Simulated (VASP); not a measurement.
The system is LiW.

```
Li W
1.0
     0.00000    3.13575    3.13575
     3.13575    0.00000    3.13575
     3.13575    3.13575    0.00000
Li W
2 2
Direct
  0.00000 0.00000 0.00000
  0.25000 0.25000 0.25000
  0.50000 0.50000 0.50000
  0.75000 0.75000 0.75000
```

```yaml
Program: VASP 6.6.1
Task: relaxation of cell and atoms
Functional: r2SCAN
Dispersion: D4
Potentials_or_basis: VASP PAW PBE potentials, release 64 (Li_sv, W_sv)
Cutoff: 600 eV
k_mesh: 5 × 5 × 5
Occupations: gaussian, width 0.0753 eV
Spin: no spin polarisation
```

At the start: pressure -5.6 GPa; volume 15.42 Å³/atom.

**Question.** Where does the relaxation end?

**Answer.** Over 3 steps the energy falls by 13.0 meV/atom and the volume is 14.70 Å³/atom (-4.6 %); space group Fd-3m (No. 227, to 0.05 Å).

The path:
| step | energy change (eV) | largest force (eV/Å) | pressure (GPa) | volume (Å³) |
| --- | --- | --- | --- | --- |
| 1 | 0.0000 | 0.0000 | -5.62 | 61.67 |
| 2 | -0.0276 | 0.0000 | 4.37 | 56.97 |
| 3 | -0.0519 | 0.0000 | -0.01 | 58.82 |

Final structure:
```
Li W
1.0
     0.00000    3.08665    3.08665
     3.08665    0.00000    3.08665
     3.08665    3.08665    0.00000
Li W
2 2
Cartesian
  0.0000 0.0000 0.0000
  1.5433 1.5433 1.5433
  3.0867 3.0867 3.0867
  4.6300 4.6300 4.6300
```

Caveat: the cutoff is under 1.25 times the usual one of these potentials, so pressure, stress and relaxed cells hold a basis-set (Pulay) error; the PAW data sets were made with another functional, which shifts forces and pressure a little; pairwise dispersion overbinds metals, which lowers pressure and volume.
